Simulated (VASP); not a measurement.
# AgCl (Immm) in VASP: further runs, part 2 of 2

VASP 6.6.1.

## Step 4: Single point, r2SCAN (strain +0.0525 x Voigt [0, 0, 0, 0, 1, 0])

The input, POSCAR:

```
AgCl
1.0
    0.0727951875      2.7731500000      2.7731500000
    2.8459451875      0.0000000000      2.8459451875
    2.7731500000      2.7731500000      0.0727951875
Ag Cl
1 1
Direct
    0.5000000000      0.5000000000      0.5000000000
    0.0000000000      0.0000000000      0.0000000000
```

The input, INCAR.step1:

```
ALGO = Normal
EDIFF = 1E-4
ENCUT = 520
GGA = PE
ISMEAR = 0
LASPH = T
LCHARG = F
LREAL = F
LWAVE = T
NBANDS = 16
NELM = 80
PREC = Accurate
SIGMA = 0.05
```

The input, INCAR.step2:

```
ALGO = Normal
EDIFF = 1E-6
ENCUT = 520
ISIF = 2
ISMEAR = 0
ISTART = 1
LASPH = T
LCHARG = T
LELF = T
LMIXTAU = T
LREAL = F
LVHAR = T
LWAVE = F
METAGGA = R2SCAN
NBANDS = 16
NELM = 80
PREC = Accurate
SIGMA = 0.05
```

The input, KPOINTS:

```
k-points
0
Gamma
  8 8 8
```

Potentials or basis: VASP PAW PBE potentials, release 64 (Ag, Cl).

Started as:

```bash
> cat potpaw_PBE.64/Ag/POTCAR potpaw_PBE.64/Cl/POTCAR > POTCAR
> cp INCAR.step1 INCAR
> mpirun -np 1 vasp_std > vasp.out
> cp INCAR.step2 INCAR
> mpirun -np 1 vasp_std > vasp.out
```

OUTCAR:

```text
EDIFF = 1E-6
   ENCUT = 520
   ISIF = 2
   ISMEAR = 0
   ISTART = 1
   LASPH = T
   LREAL = F
   METAGGA = R2SCAN
   NELM = 80
   PREC = Accurate

 ion  position               nearest neighbor table
   1  0.500  0.500  0.500-   2 2.77   2 2.77   2 2.77   2 2.77   2 2.77   2 2.77
   2  0.000  0.000  0.000-   1 2.77   1 2.77   1 2.77   1 2.77   1 2.77   1 2.77

  LATTYP: Found a body centered orthorhombic cell.
 ALAT       =     3.8188783991
 B/A-ratio  =     1.0539152760
 C/A-ratio  =     1.4523374196

  Lattice vectors:

 A1 = (   0.0727951875,  -2.7731500000,   2.7731500000)
 A2 = (  -0.0727951875,  -2.7731500000,  -2.7731500000)
 A3 = (   2.7731500000,   2.7731500000,   0.0727951875)

Analysis of symmetry for initial positions (statically):
=====================================================================
 Subroutine PRICEL returns:
 Original cell was already a primitive cell.

 Routine SETGRP: Setting up the symmetry group for a
 body centered orthorhombic supercell.

 Subroutine GETGRP returns: Found  8 space group operations
 (whereof  8 operations were pure point group operations)
 out of a pool of  8 trial point group operations.

The static configuration has the point symmetry D_2h.

Analysis of symmetry for dynamics (positions and initial velocities):
=====================================================================
 Subroutine PRICEL returns:
 Original cell was already a primitive cell.

 Routine SETGRP: Setting up the symmetry group for a
 body centered orthorhombic supercell.

 Subroutine GETGRP returns: Found  8 space group operations
 (whereof  8 operations were pure point group operations)
 out of a pool of  8 trial point group operations.

The dynamic configuration has the point symmetry D_2h.

 Subroutine INISYM returns: Found  8 space group operations
 (whereof  8 operations are pure point group operations),
 and found     1 'primitive' translations

----------------------------------------------------------------------------------------

                                     Primitive cell

  volume of cell :      42.6237

  direct lattice vectors                    reciprocal lattice vectors
     0.072795187  2.773150000  2.773150000    -0.185160853  0.180300380  0.185160853
     2.845945187  0.000000000  2.845945187     0.175688556 -0.180300380  0.175688556
     2.773150000  2.773150000  0.072795187     0.185160853  0.180300380 -0.185160853

  length of vectors
     3.922501878  4.024774282  3.922501878     0.317926580  0.306987238  0.317926580

  position of ions in fractional coordinates (direct lattice)
     0.500000000  0.500000000  0.500000000
     0.000000000  0.000000000  0.000000000

  ion indices of the primitive-cell ions
   primitive index   ion index
                 1           1
                 2           2

----------------------------------------------------------------------------------------

 KPOINTS: k-points

Automatic generation of k-mesh.
 Grid dimensions read from file:
 generate k-points for:    8    8    8

 Generating k-lattice:

  Cartesian coordinates                     Fractional coordinates (reciprocal lattice)
    -0.023145107  0.022537548  0.023145107     0.125000000  0.000000000  0.000000000
     0.021961069 -0.022537548  0.021961069     0.000000000  0.125000000  0.000000000
     0.023145107  0.022537548 -0.023145107     0.000000000  0.000000000  0.125000000

  Length of vectors
     0.039740822  0.038373405  0.039740822

  Shift w.r.t. Gamma in fractional coordinates (k-lattice)
     0.000000000  0.000000000  0.000000000

 Subroutine IBZKPT returns following result:
 ===========================================

 Found     95 irreducible k-points:

 Following reciprocal coordinates:
            Coordinates               Weight
  0.000000  0.000000  0.000000      1.000000
  0.125000  0.000000  0.000000      4.000000
  0.250000  0.000000  0.000000      4.000000
  0.375000  0.000000  0.000000      4.000000
  0.500000  0.000000  0.000000      2.000000
  0.000000  0.125000  0.000000      4.000000
[... 16 lines left out ...]
  0.125000  0.375000 -0.000000      8.000000
  0.250000  0.375000 -0.000000      8.000000
 [... further k-points ...]
   k-points           NKPTS =     95   k-points in BZ     NKDIM =     95   number of bands    NBANDS=     16
   number of dos      NEDOS =    301   number of ions     NIONS =      2
   total plane-waves  NPLWV =  27000
   dimension x,y,z NGX =    30 NGY =   30 NGZ =   30
   dimension x,y,z NGXF=    60 NGYF=   60 NGZF=   60
   ions per type =               1   1
   NGX,Y,Z   is equivalent  to a cutoff of  12.71, 12.39, 12.71 a.u.
   NGXF,Y,Z  is equivalent  to a cutoff of  25.43, 24.78, 25.43 a.u.
 SYSTEM =  unknown system
   PREC   = accura    normal or accurate (medium, high low for compatibility)
   ISTART =      1    job   : 0-new  1-cont  2-samecut
   ICHARG =      0    charge: 1-file 2-atom 10-const
   ISPIN  =      1    spin polarized calculation?
   LNONCOLLINEAR =      F non collinear calculations
   LSORBIT =      F    spin-orbit coupling
   LASPH  =      T    aspherical Exc in radial PAW
   ENCUT  =  520.0 eV  38.22 Ry    6.18 a.u.   7.29  7.48  7.29*2*pi/ulx,y,z
   NELM   =     80;   NELMIN=  2; NELMDL=  0     # of ELM steps
   EDIFF  = 0.1E-05   stopping-criterion for ELM
   LREAL  =      F    real-space projection
   EDIFFG = 0.1E-04   stopping-criterion for IOM
   NSW    =      0    number of steps for IOM
   IBRION =     -1    ionic relax: 0-MD 1-quasi-New 2-CG
   NFREE  =      0    steps in history (QN), initial steepest desc. (CG)
   ISIF   =      2    stress and relaxation
   ISYM   =      2    0-nonsym 1-usesym 2-fastsym
   POTIM  = 0.5000    time-step for ionic-motion
   TEBEG  =    0.0;   TEEND  =   0.0 temperature during run
   PSTRESS=    0.0 pullay stress
   NELECT =      18.0000    total number of electrons
   NUPDOWN=      -1.0000    fix difference up-down
   EMIN   =  10.00;   EMAX   =-10.00  energy-range for DOS
   EFERMI =   0.00;   METHOD = LEGACY
   ISMEAR =     0;   SIGMA  =   0.05  broadening in eV -4-tet -1-fermi 0-gaus
   EFERMI_NEDOS =   21; number of points for ismear=-14 and -15
   IALGO  =     38    algorithm
   IMIX   =      4    mixing-type and parameters
     AMIX     =   0.40;   BMIX     =  1.00
     AMIX_MAG =   1.60;   BMIX_MAG =  1.00
  volume/ion in A,a.u.               =      21.31       143.82
  Fermi-wavevector in a.u.,A,eV,Ry     =   1.228237  2.321031 20.525280  1.508566
  Thomas-Fermi vector in A             =   2.363170
   LORBIT       =      0    0 simple, 1 ext, 2 COOP (PROOUT), +10 PAW based schemes
   METAGGA = R2SCAN    functional components
   LHFCALC =     F    Hartree Fock is set to
   AEXX    =    0.0000 exact exchange contribution
   IVDW    =     0    specifies the selected vdW correction
   LEPSILON=     F    determine dielectric tensor
   LRPA    =     F    only Hartree local field effects (RPA)
 non-spin polarized calculation
 Gauss-broadening in eV      SIGMA  =   0.05
  energy-cutoff  :      520.00
  volume of cell :       42.62
 maximum number of plane-waves:      1171
 NGX is ok and might be reduce to    30
   NGX = 15   NGY = 15   NGZ = 15

 number of electron      17.9999999 magnetization

 Free energy of the ion-electron system (eV)
  ---------------------------------------------------
  ext. energy  EPLUGINS =         0.00000000
  ---------------------------------------------------
  free energy    TOTEN  =       -28.64118533 eV

  energy without entropy =      -28.64118533  energy(sigma->0) =      -28.64118533

 E-fermi :   3.7883     XC(G=0): -10.5127

 val. band max:        3.5879241133   @ k =   0.5000   0.0000   0.0000
 cond. band min:       4.9583008649   @ k =   0.0000   0.0000   0.0000
 fundamental gap:      1.3703767516
 Fermi energy:         3.7882793469

 k-point     1 :       0.0000    0.0000    0.0000
  band No.  band energies     occupation
      1     -12.2692      2.00000
      2       0.9907      2.00000
      3       1.0703      2.00000
      4       1.0831      2.00000
      5       1.0958      2.00000
      6       1.1456      2.00000
[... 8 lines left out ...]
     15      17.5907      0.00000
     16      17.8357      0.00000
[... 419 lines left out ...]
 k-point    24 :       0.2500    0.3750   -0.0000
  band No.  band energies     occupation
      1     -11.9205      2.00000
      2      -1.1610      2.00000
      3      -0.0520      2.00000
      4       0.0789      2.00000
      5       1.0623      2.00000
      6       1.4265      2.00000
[... 8 lines left out ...]
     15      18.7680      0.00000
     16      19.9195      0.00000

 [... further k-points ...]

------------------------ aborting loop because EDIFF is reached ----------------------------------------

  FORCE on cell =-STRESS in cart. coord.  units (eV):
  Direction    XX          YY          ZZ          XY          YZ          ZX
  --------------------------------------------------------------------------------------
  -------------------------------------------------------------------------------------
  Total       -0.0301780     -0.0404671     -0.0301780      0.0000000      0.0000000     -0.0777402
  in kB       -1.1343586     -1.5211133     -1.1343586      0.0000000      0.0000000     -2.9221709
  external PRESSURE =      -1.2632769 kB  Pullay stress =       0.0000000 kB

 VOLUME and BASIS-vectors are now :
 -----------------------------------------------------------------------------
  energy-cutoff  :      520.00
  volume of cell :       42.62
      direct lattice vectors                 reciprocal lattice vectors
     0.072795187  2.773150000  2.773150000    -0.185160853  0.180300380  0.185160853
     2.845945187  0.000000000  2.845945187     0.175688556 -0.180300380  0.175688556
     2.773150000  2.773150000  0.072795187     0.185160853  0.180300380 -0.185160853

 POSITION                                       TOTAL-FORCE (eV/Angst)
 -----------------------------------------------------------------------------------
      2.84595      2.77315      2.84595         0.000000     -0.000000      0.000000
      0.00000      0.00000      0.00000        -0.000000      0.000000     -0.000000
 -----------------------------------------------------------------------------------
    total drift:                                0.000000      0.000000      0.000000

  FREE ENERGIE OF THE ION-ELECTRON SYSTEM (eV)
  ---------------------------------------------------
  free  energy   TOTEN  =       -28.6411853303 eV

  energy  without entropy=      -28.6411853303  energy(sigma->0) =      -28.64118533
```

It took 6.1 min on 1 thread of Intel Xeon 8259CL, shared host; peak memory 0.21 GiB.

What came out:

```yaml
Free_energy: -28.6412 eV
Pressure: -0.1 GPa
Band_gap_on_the_k_mesh: 1.37 eV (least direct gap 3.65 eV)
```

Caveat: the cell differs from its parent crystal (strain +0.0525 x Voigt [0, 0, 0, 0, 1, 0]); the PAW data sets were made with another functional, which shifts forces and pressure a little.

## Step 5: Summary

```csv
cell,gap on the mesh (eV),pressure (GPa)
"a = 3.922, b = 3.863 Å, angles 60.5, 61.0, 60.5°, 2 atoms",1.39,-0.1
"a = 3.922, b = 3.951 Å, angles 59.8, 59.5, 59.8°, 2 atoms",1.41,-0.1
"a = 3.923, b = 4.025 Å, angles 59.1, 58.3, 59.1°, 2 atoms",1.37,-0.1
```

Alike in all rows: task single point; level r2SCAN; potentials or basis VASP PAW PBE potentials, release 64 (Ag, Cl); no spin polarisation; k mesh 8 × 8 × 8; cutoff (eV) 520; smearing gaussian 0.05 eV.

Caveats: the PAW data sets were made with another functional, which shifts forces and pressure a little.

Absolute energies hang on the potentials; compare differences alone.
